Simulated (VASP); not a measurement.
# CoSi (NiAs type) (P6_3/mmc) in VASP: further runs

CoSi (NiAs type) is run at these levels: PBE; tasks: single point, relaxation of shape and atoms at fixed volume.

All numbers are computed with VASP 6.6.1; they aren't measurements. Logs are shortened: lines on timing, memory, paths and dates and some standing lists are left out, and cuts for length are marked.

### 1 The cell of the first run

The structure is hexagonal, space group P6_3/mmc (No. 194). Conventional cell: a = 3.299 Å, b = 3.299 Å, c = 4.959 Å, α = 90.00°, β = 90.00°, γ = 120.00°. Co (site symmetry -3m) has 6 Si at 2.27 Å and 2 Co at 2.48 Å within 3.0 Å. Si (site symmetry -6m2) has 6 Co at 2.27 Å within 3.0 Å.

### 2 Single point, PBE (11.68 Å³/atom)

The input, INCAR:

```
SYSTEM = CoSi
  PREC = Accurate
  ENCUT = 520
  EDIFF = 1E-6
  ISMEAR = -1
  SIGMA = 0.08
  LREAL = .False.
  LASPH = .True.
  NELM = 80
  ALGO = Normal
  ISIF = 2
  LWAVE = .False.
  LCHARG = .False.
  GGA = PE
  NBANDS = 21
```

The input, KPOINTS:

```
Automatic mesh
0
Gamma
  12 12 7
  0 0 0
```

The input, POSCAR:

```
CoSi
1.0
    3.2986983995      0.0000000000      0.0000000000
   -1.6493491998      2.8567566134      0.0000000000
    0.0000000000      0.0000000000      4.9590924182
Co Si
2 2
Direct
    0.0000000000      0.0000000000      0.0000000000
    0.0000000000      0.0000000000      0.5000000000
    0.3333333333      0.6666666667      0.2500000000
    0.6666666667      0.3333333333      0.7500000000
```

Potentials or basis: VASP PAW PBE potentials, release 64 (Co, Si).

Command:

```sh
$ cat potpaw_PBE.64/Co/POTCAR potpaw_PBE.64/Si/POTCAR > POTCAR
$ mpirun -np 1 vasp_std > vasp.out
```

OUTCAR:

```text
SYSTEM = CoSi
   PREC = Accurate
   ENCUT = 520
   EDIFF = 1E-6
   ISMEAR = -1
   LREAL = .False.
   LASPH = .True.
   NELM = 80
   ISIF = 2
   GGA = PE

 ion  position               nearest neighbor table
   1  0.000  0.000  0.000-   3 2.27   4 2.27   4 2.27   3 2.27   4 2.27   3 2.27   2 2.48   2 2.48

   2  0.000  0.000  0.500-   3 2.27   4 2.27   4 2.27   3 2.27   4 2.27   3 2.27   1 2.48   1 2.48

   3  0.333  0.667  0.250-   1 2.27   2 2.27   1 2.27   2 2.27   1 2.27   2 2.27   4 3.13   4 3.13
                             4 3.13   4 3.13   4 3.13   4 3.13
   4  0.667  0.333  0.750-   1 2.27   2 2.27   1 2.27   2 2.27   1 2.27   2 2.27   3 3.13   3 3.13
                             3 3.13   3 3.13   3 3.13   3 3.13

  LATTYP: Found a hexagonal cell.
 ALAT       =     3.2986983995
 C/A-ratio  =     1.5033482355

  Lattice vectors:

 A1 = (   3.2986983995,   0.0000000000,   0.0000000000)
 A2 = (  -1.6493491998,   2.8567566134,   0.0000000000)
 A3 = (   0.0000000000,   0.0000000000,   4.9590924182)

Analysis of symmetry for initial positions (statically):
=====================================================================
 Subroutine PRICEL returns:
 Original cell was already a primitive cell.

 Routine SETGRP: Setting up the symmetry group for a
 hexagonal supercell.

 Subroutine GETGRP returns: Found 24 space group operations
 (whereof 12 operations were pure point group operations)
 out of a pool of 24 trial point group operations.

The static configuration has the point symmetry D_3d.
 The point group associated with its full space group is D_6h.

Analysis of symmetry for dynamics (positions and initial velocities):
=====================================================================
 Subroutine PRICEL returns:
 Original cell was already a primitive cell.

 Routine SETGRP: Setting up the symmetry group for a
 hexagonal supercell.

 Subroutine GETGRP returns: Found 24 space group operations
 (whereof 12 operations were pure point group operations)
 out of a pool of 24 trial point group operations.

The dynamic configuration has the point symmetry D_3d.
 The point group associated with its full space group is D_6h.

 Subroutine INISYM returns: Found 24 space group operations
 (whereof 12 operations are pure point group operations),
 and found     1 'primitive' translations

----------------------------------------------------------------------------------------

                                     Primitive cell

  volume of cell :      46.7324

  direct lattice vectors                    reciprocal lattice vectors
     3.298698400  0.000000000  0.000000000     0.303149873  0.175023661  0.000000000
    -1.649349200  2.856756613  0.000000000     0.000000000  0.350047321  0.000000000
     0.000000000  0.000000000  4.959092418     0.000000000  0.000000000  0.201649801

  length of vectors
     3.298698400  3.298698400  4.959092418     0.350047321  0.350047321  0.201649801

  position of ions in fractional coordinates (direct lattice)
     0.000000000  0.000000000  0.000000000
     0.000000000  0.000000000  0.500000000
     0.333333333  0.666666667  0.250000000
     0.666666667  0.333333333  0.750000000

  ion indices of the primitive-cell ions
   primitive index   ion index
                 1           1
                 2           2
                 3           3
                 4           4

----------------------------------------------------------------------------------------

 KPOINTS: Automatic mesh

Automatic generation of k-mesh.
 Grid dimensions read from file:
 generate k-points for:   12   12    7

 Generating k-lattice:

  Cartesian coordinates                     Fractional coordinates (reciprocal lattice)
     0.025262489  0.014585305  0.000000000     0.083333333  0.000000000  0.000000000
     0.000000000  0.029170610  0.000000000     0.000000000  0.083333333  0.000000000
     0.000000000  0.000000000  0.028807114     0.000000000  0.000000000  0.142857143

  Length of vectors
     0.029170610  0.029170610  0.028807114

  Shift w.r.t. Gamma in fractional coordinates (k-lattice)
     0.000000000  0.000000000  0.000000000

 Subroutine IBZKPT returns following result:
 ===========================================

 Found     76 irreducible k-points:

 Following reciprocal coordinates:
            Coordinates               Weight
  0.000000  0.000000  0.000000      1.000000
  0.083333 -0.000000  0.000000      6.000000
  0.166667  0.000000  0.000000      6.000000
  0.250000  0.000000  0.000000      6.000000
  0.333333  0.000000  0.000000      6.000000
  0.416667  0.000000  0.000000      6.000000
[... 16 lines left out ...]
  0.250000  0.000000  0.142857     12.000000
  0.333333  0.000000  0.142857     12.000000
 [... further k-points ...]
   k-points           NKPTS =     76   k-points in BZ     NKDIM =     76   number of bands    NBANDS=     21
   number of dos      NEDOS =    301   number of ions     NIONS =      4
   total plane-waves  NPLWV =  31360
   dimension x,y,z NGX =    28 NGY =   28 NGZ =   40
   dimension x,y,z NGXF=    56 NGYF=   56 NGZF=   80
   ions per type =               2   2
   NGX,Y,Z   is equivalent  to a cutoff of  14.11, 14.11, 13.41 a.u.
   NGXF,Y,Z  is equivalent  to a cutoff of  28.22, 28.22, 26.82 a.u.
 SYSTEM =  CoSi
   PREC   = accura    normal or accurate (medium, high low for compatibility)
   ISTART =      0    job   : 0-new  1-cont  2-samecut
   ICHARG =      2    charge: 1-file 2-atom 10-const
   ISPIN  =      1    spin polarized calculation?
   LNONCOLLINEAR =      F non collinear calculations
   LSORBIT =      F    spin-orbit coupling
   LASPH  =      T    aspherical Exc in radial PAW
   ENCUT  =  520.0 eV  38.22 Ry    6.18 a.u.   6.13  6.13  9.22*2*pi/ulx,y,z
   NELM   =     80;   NELMIN=  2; NELMDL= -5     # of ELM steps
   EDIFF  = 0.1E-05   stopping-criterion for ELM
   LREAL  =      F    real-space projection
   EDIFFG = 0.1E-04   stopping-criterion for IOM
   NSW    =      0    number of steps for IOM
   IBRION =     -1    ionic relax: 0-MD 1-quasi-New 2-CG
   NFREE  =      0    steps in history (QN), initial steepest desc. (CG)
   ISIF   =      2    stress and relaxation
   ISYM   =      2    0-nonsym 1-usesym 2-fastsym
   POTIM  = 0.5000    time-step for ionic-motion
   TEBEG  =    0.0;   TEEND  =   0.0 temperature during run
   PSTRESS=    0.0 pullay stress
   NELECT =      26.0000    total number of electrons
   NUPDOWN=      -1.0000    fix difference up-down
   EMIN   =  10.00;   EMAX   =-10.00  energy-range for DOS
   EFERMI =   0.00;   METHOD = LEGACY
   ISMEAR =    -1;   SIGMA  =   0.08  broadening in eV -4-tet -1-fermi 0-gaus
   EFERMI_NEDOS =   21; number of points for ismear=-14 and -15
   IALGO  =     38    algorithm
   IMIX   =      4    mixing-type and parameters
     AMIX     =   0.40;   BMIX     =  1.00
     AMIX_MAG =   1.60;   BMIX_MAG =  1.00
  volume/ion in A,a.u.               =      11.68        78.84
  Fermi-wavevector in a.u.,A,eV,Ry     =   1.346459  2.544439 24.666722  1.812953
  Thomas-Fermi vector in A             =   2.474290
   LORBIT       =      0    0 simple, 1 ext, 2 COOP (PROOUT), +10 PAW based schemes
   GGA     = PE    functional components
   LHFCALC =     F    Hartree Fock is set to
   AEXX    =    0.0000 exact exchange contribution
   IVDW    =     0    specifies the selected vdW correction
   LEPSILON=     F    determine dielectric tensor
   LRPA    =     F    only Hartree local field effects (RPA)
 non-spin polarized calculation
  energy-cutoff  :      520.00
  volume of cell :       46.73
 maximum number of plane-waves:      1278
 NGX is ok and might be reduce to    28
   NGX = 13   NGY = 13   NGZ = 19

 number of electron      25.9999997 magnetization

 Free energy of the ion-electron system (eV)
  ---------------------------------------------------
  ext. energy  EPLUGINS =         0.00000000
  ---------------------------------------------------
  free energy    TOTEN  =       -26.31618328 eV

  energy without entropy =      -26.27515457  energy(sigma->0) =      -26.29566892

 E-fermi :  10.6521     XC(G=0): -12.4005

 val. band max:       10.6099770377   @ k =   0.3333   0.2500   0.2857
 cond. band min:      10.6837130073   @ k =   0.2500   0.2500   0.1429
 fundamental gap:      0.0737359696
 Fermi energy:        10.6520639710

 k-point     1 :       0.0000    0.0000    0.0000
  band No.  band energies     occupation
      1      -1.8219      2.00000
      2       3.4101      2.00000
      3       4.1294      2.00000
      4       7.1458      2.00000
      5       7.1458      2.00000
      6       7.3886      2.00000
[... 13 lines left out ...]
     20      19.2664      0.00000
     21      19.2664      0.00000

 k-point     2 :       0.0833   -0.0000    0.0000
  band No.  band energies     occupation
      1      -1.6953      2.00000
      2       3.4412      2.00000
      3       4.2570      2.00000
      4       7.1193      2.00000
      5       7.1661      2.00000
      6       7.3798      2.00000
[... 13 lines left out ...]
     20      19.4175      0.00000
     21      19.6784      0.00000

 k-point     3 :       0.1667    0.0000    0.0000
  band No.  band energies     occupation
      1      -1.3186      2.00000
      2       3.5224      2.00000
      3       4.6333      2.00000
      4       6.9767      2.00000
      5       7.2058      2.00000
      6       7.3382      2.00000
[... 13 lines left out ...]
     20      20.2214      0.00000
     21      20.6239      0.00000

 k-point     4 :       0.2500    0.0000    0.0000
  band No.  band energies     occupation
      1      -0.7023      2.00000
      2       3.6104      2.00000
      3       5.2328      2.00000
      4       6.5119      2.00000
      5       7.2168      2.00000
      6       7.2699      2.00000
[... 13 lines left out ...]
     20      19.4070      0.00000
     21      19.7922      0.00000

 k-point     5 :       0.3333    0.0000    0.0000
  band No.  band energies     occupation
      1       0.1327      2.00000
      2       3.5964      2.00000
      3       5.6925      2.00000
      4       5.9878      2.00000
      5       7.1825      2.00000
      6       7.2271      2.00000
[... 13 lines left out ...]
     20      18.4466      0.00000
     21      19.0468      0.00000

 k-point     6 :       0.4167    0.0000    0.0000
  band No.  band energies     occupation
      1       1.1467      2.00000
      2       3.1987      2.00000
      3       4.9684      2.00000
      4       6.6933      2.00000
      5       7.1371      2.00000
      6       7.2272      2.00000
[... 13 lines left out ...]
     20      18.0109      0.00000
     21      18.4780      0.00000

 k-point     7 :       0.5000    0.0000    0.0000
  band No.  band energies     occupation
      1       2.2016      2.00000
      2       2.3035      2.00000
      3       4.7530      2.00000
      4       6.9658      2.00000
      5       7.1176      2.00000
      6       7.2376      2.00000
[... 13 lines left out ...]
     20      18.0378      0.00000
     21      18.2811      0.00000
[... 291 lines left out ...]
      1      -1.6977      2.00000
      2       2.3591      2.00000
      3       5.2313      2.00000
      4       7.2125      2.00000
      5       7.2125      2.00000
      6       7.4410      2.00000
[... 13 lines left out ...]
     20      19.2008      0.00000
     21      19.2008      0.00000

 k-point    21 :       0.0833   -0.0000    0.1429
  band No.  band energies     occupation
      1      -1.5717      2.00000
      2       2.4444      2.00000
      3       5.2899      2.00000
      4       7.1906      2.00000
      5       7.2328      2.00000
      6       7.4363      2.00000
[... 13 lines left out ...]
     20      19.4301      0.00000
     21      19.5832      0.00000

 k-point    22 :       0.1667    0.0000    0.1429
  band No.  band energies     occupation
      1      -1.1970      2.00000
      2       2.6833      2.00000
      3       5.4520      2.00000
      4       7.0762      2.00000
      5       7.2724      2.00000
      6       7.4057      2.00000
[... 13 lines left out ...]
     20      19.7436      0.00000
     21      20.3544      0.00000

 k-point    23 :       0.2500    0.0000    0.1429
  band No.  band energies     occupation
      1      -0.5846      2.00000
      2       3.0152      2.00000
      3       5.6487      2.00000
      4       6.6888      2.00000
      5       7.2834      2.00000
      6       7.3637      2.00000
[... 13 lines left out ...]
     20      18.8564      0.00000
     21      20.1143      0.00000

 k-point    24 :       0.3333    0.0000    0.1429
  band No.  band energies     occupation
      1       0.2443      2.00000
      2       3.2959      2.00000
      3       5.4810      2.00000
      4       6.2949      2.00000
      5       7.2494      2.00000
      6       7.3709      2.00000
[... 13 lines left out ...]
     20      18.5225      0.00000
     21      19.7267      0.00000

 [... further k-points ...]

------------------------ aborting loop because EDIFF is reached ----------------------------------------

  FORCE on cell =-STRESS in cart. coord.  units (eV):
  Direction    XX          YY          ZZ          XY          YZ          ZX
  --------------------------------------------------------------------------------------
  -------------------------------------------------------------------------------------
  Total        3.5628799      3.5628799      3.6456901     -0.0000000      0.0000000      0.0000000
  in kB      122.1500672    122.1500672    124.9891390     -0.0000000      0.0000000      0.0000000
  external PRESSURE =     123.0964245 kB  Pullay stress =       0.0000000 kB

 VOLUME and BASIS-vectors are now :
 -----------------------------------------------------------------------------
  energy-cutoff  :      520.00
  volume of cell :       46.73
      direct lattice vectors                 reciprocal lattice vectors
     3.298698400  0.000000000  0.000000000     0.303149873  0.175023661  0.000000000
    -1.649349200  2.856756613  0.000000000     0.000000000  0.350047321  0.000000000
     0.000000000  0.000000000  4.959092418     0.000000000  0.000000000  0.201649801

 POSITION                                       TOTAL-FORCE (eV/Angst)
 -----------------------------------------------------------------------------------
      0.00000      0.00000      0.00000         0.000000      0.000000     -0.000000
      0.00000      0.00000      2.47955         0.000000      0.000000     -0.000000
     -0.00000      1.90450      1.23977         0.000000     -0.000000      0.000000
      1.64935      0.95225      3.71932        -0.000000      0.000000     -0.000000
 -----------------------------------------------------------------------------------
    total drift:                               -0.000000      0.000000     -0.000000

  FREE ENERGIE OF THE ION-ELECTRON SYSTEM (eV)
  ---------------------------------------------------
  free  energy   TOTEN  =       -26.3161832751 eV

  energy  without entropy=      -26.2751545662  energy(sigma->0) =      -26.29566892
```

It took 40 s on 1 thread of Intel Xeon 6975P-C (Granite Rapids), shared host; peak memory 0.21 GiB.

Results:

```yaml
Free_energy: -26.3162 eV
Pressure: 12.3 GPa
Band_gap_on_the_k_mesh: zero (bands 13 and 14 overlap by 2.89 eV)
```

Caveat: the cell stands under pressure; the run has no spin polarisation, though such a crystal can be magnetic.

### 3 Single point, PBE

This run uses another cell than the first one, of 12.43 Å³/atom.

The input, INCAR:

```
  PREC = Accurate
  ENCUT = 520
  EDIFF = 1E-6
  ISMEAR = -1
  SIGMA = 0.08
  LREAL = F
  LASPH = T
  NELM = 100
  ALGO = Normal
  ISIF = 2
  LWAVE = F
  LCHARG = T
  GGA = PE
  LELF = T
  LVHAR = T
  NBANDS = 21
```

The input, KPOINTS:

```
Automatic mesh
0
Gamma
  12 12 7
```

The input, POSCAR:

```
CoSi
1.0
    3.3804733338      0.0000000000      0.0000000000
   -1.6902366669      2.9275757838      0.0000000000
    0.0000000000      0.0000000000      5.0234783971
Co Si
2 2
Direct
    0.0000000000      0.0000000000      0.0000000000
    0.0000000000      0.0000000000      0.5000000000
    0.3333333333      0.6666666667      0.2500000000
    0.6666666667      0.3333333333      0.7500000000
```

Potentials or basis: VASP PAW PBE potentials, release 64 (Co, Si).

Command:

```sh
$ cat potpaw_PBE.64/Co/POTCAR potpaw_PBE.64/Si/POTCAR > POTCAR
$ mpirun -np 1 vasp_std > vasp.out
```

It took 39 s on 1 thread of Intel Xeon 6975P-C (Granite Rapids), shared host; peak memory 0.22 GiB.

The run converged. Its results:

* Free energy: -26.4240 eV
* Pressure: -0.3 GPa
* Band gap on the k mesh: zero (bands 13 and 14 overlap by 2.71 eV)

Stress tensor (GPa, compression positive):
```
-0.38  0.00  0.00
 0.00 -0.38  0.00
 0.00  0.00 -0.10
```

Levels at points of the mesh, in eV from the Fermi level:
| k point | band 10 | band 11 | band 12 | band 13 | band 14 | band 15 | band 16 | band 17 |
| --- | --- | --- | --- | --- | --- | --- | --- | --- |
| (0.00, 0.00, 0.00) | -1.74 | -0.53 | -0.53 | 1.24 | 3.53 | 3.53 | 5.98 | 6.15 |
| (0.50, 0.00, 0.00) | -1.00 | -0.92 | -0.87 | -0.51 | -0.41 | -0.32 | 2.73 | 3.03 |

Caveat: the run has no spin polarisation, though such a crystal can be magnetic.

(Continued in part 2 of 2.)

The gap in the log of VASP goes by the Fermi energy; the results here count the filled bands.